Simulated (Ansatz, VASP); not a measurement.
# One calculation of BP, two programs

```
B P
1.0
     0.00000    2.24538    2.24538
     2.24538    0.00000    2.24538
     2.24538    2.24538    0.00000
B P
1 1
Direct
  0.00000 0.00000 0.00000
  0.25000 0.25000 0.25000
```

Alike in both runs: functional LDA; k mesh 10 × 10 × 10; occupations gaussian, width 0.02 eV; no spin polarisation.

Ansatz relaxed the structure, and its values are those at the end. VASP's run is a single point on that final structure, the one shown.

|  | VASP | Ansatz |
| --- | --- | --- |
| version | VASP 6.6.1 | Ansatz 0.2.0 |
| potentials or method | VASP PAW LDA potentials, release 64 (B, P), cutoff 500 eV | scalar-relativistic, plane waves, PAW |
| valence electrons in the cell | 8 | 8 |

```tsv
	VASP	Ansatz	Ansatz less VASP
gap on the k mesh at the Fermi level (eV)	1.15	1.15	-0.001
least direct gap on the mesh (eV)	3.43	3.43	-0.003
pressure (GPa)	-0.1	0.0	+0.12
```

Ansatz warns that its potentials were made for another functional, while VASP's fit it. LDA's correlation is that of Perdew and Zunger in VASP and of Perdew and Wang (1992) in Ansatz.
